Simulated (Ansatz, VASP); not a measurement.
PIr in VASP and in Ansatz

INCAR

```
SYSTEM = PIr
ALGO = Normal
EDIFF = 1E-8
ENCUT = 520
ISIF = 2
ISMEAR = -1
LASPH = .True.
LCHARG = .False.
LEFG = .True.
LREAL = .False.
LWAVE = .False.
NBANDS = 14
NELM = 60
PREC = Accurate
SIGMA = 0.05
```

The input KPOINTS:

```
k-points
0
Gamma
  13 13 13
  0 0 0
```

The input POSCAR:

```
PIr
1.0
    0.0000000000      2.4648029302      2.4648029302
    2.4648029302      0.0000000000      2.4648029302
    2.4648029302      2.4648029302      0.0000000000
Ir P
1 1
Direct
    0.0000000000      0.0000000000      0.0000000000
    0.5000000000      0.5000000000      0.5000000000
```

Input for Ansatz:

```yaml
crystal:
  lattice:
    - [0.0, 2.4648029302, 2.4648029302]
    - [2.4648029302, 0.0, 2.4648029302]
    - [2.4648029302, 2.4648029302, 0.0]
  atoms:
    - { symbol: Ir, position: [0.0, 0.0, 0.0] }
    - { symbol: P, position: [0.5, 0.5, 0.5] }
kpoints:
  mp_grid: { grid: [13, 13, 13] }
  band_path:
    path:
      - [0.0, 0.0, 0.0]
      - [0.5, 0.0, 0.5]
      - [0.625, 0.25, 0.625]
      - [0.375, 0.375, 0.75]
      - [0.0, 0.0, 0.0]
      - [0.5, 0.5, 0.5]
      - [0.5, 0.25, 0.75]
      - [0.5, 0.0, 0.5]
    npoints: 5
scf:
  occupations: { method: fermi_dirac, width: 0.05 }
hamiltonian:
  xc: lda
  pseudopotentials: { kind: paw }
output:
  forces: true
  stress: true
  eigenvalues: true
  efg: { contact_densities: true }
```

Alike in both runs: task electric field gradients; functional LDA; k mesh 13 × 13 × 13; occupations fermi-dirac, width 0.05 eV; no spin polarisation.

```csv
,VASP,Ansatz
version,VASP 6.6.1,Ansatz 0.2.0
potentials or method,"VASP PAW LDA potentials, release 64 (Ir, P)","PAW with Ansatz's default frozen-core files, scalar-relativistic"
plane-wave cutoff (eV),520,420
valence electrons in the cell,14,22
```

|  | VASP | Ansatz | Ansatz less VASP |
| --- | --- | --- | --- |
| pressure (GPa) | -8.9 | -10.0 | -1.11 |

LDA's correlation is that of Perdew and Zunger in VASP and of Perdew and Wang (1992) in Ansatz. VASP's potentials hold 14 valence electrons a cell and Ansatz's 22, so a difference there can come from the potentials and not from the codes.

Neither program's run includes spin-orbit coupling.
